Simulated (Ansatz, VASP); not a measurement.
**Zn2SiN2: VASP beside Ansatz**

```
CELL_PARAMETERS angstrom
4.31711 0.00000 0.00000
-2.15856 3.73873 0.00000
0.00000 0.00000 10.58222
ATOMIC_POSITIONS crystal
Zn 0.33333 0.66667 0.50000
Zn 0.66667 0.33333 0.50000
Si 0.00000 0.00000 0.50000
N 0.00000 0.00000 0.05209
N 0.00000 0.00000 0.94791
```

Alike in both runs: functional PBE; k mesh 12 × 12 × 4; occupations gaussian, width 0.1 eV; no spin polarisation.

Ansatz relaxed the structure, and its values are those at the end. VASP's run is a single point on that final structure, the one shown.

|  | VASP | Ansatz |
| --- | --- | --- |
| version | VASP 6.6.1 | Ansatz 0.2.0 |
| potentials or method | VASP PAW PBE potentials, release 64 (Zn, Si, N), cutoff 520 eV | scalar-relativistic, plane waves, PAW |
| valence electrons in the cell | 38 | 38 |

Ansatz gave:

| Property | Result |
| --- | --- |
| gap on the k mesh at the Fermi level (eV) | none |
| pressure (GPa) | 0.0 |
| rms of the force components (eV/Å) | 0.003 |

Task: Estimate VASP's values.

Result: gap on the k mesh at the Fermi level (eV): none; pressure (GPa): 0.6; rms of the force components (eV/Å): 0.637.

A gap of «none» marks a metal or a gap that the smearing closes. One of these differences is far larger than is usual between the two programs; its cause wasn't traced. The functional is the same, so the differences come from potentials, cutoffs and numerics. Ansatz's warnings: xc potential rough in thin density.

Noted on VASP's run: the standard files for N, O and F lose accuracy on very short bonds.
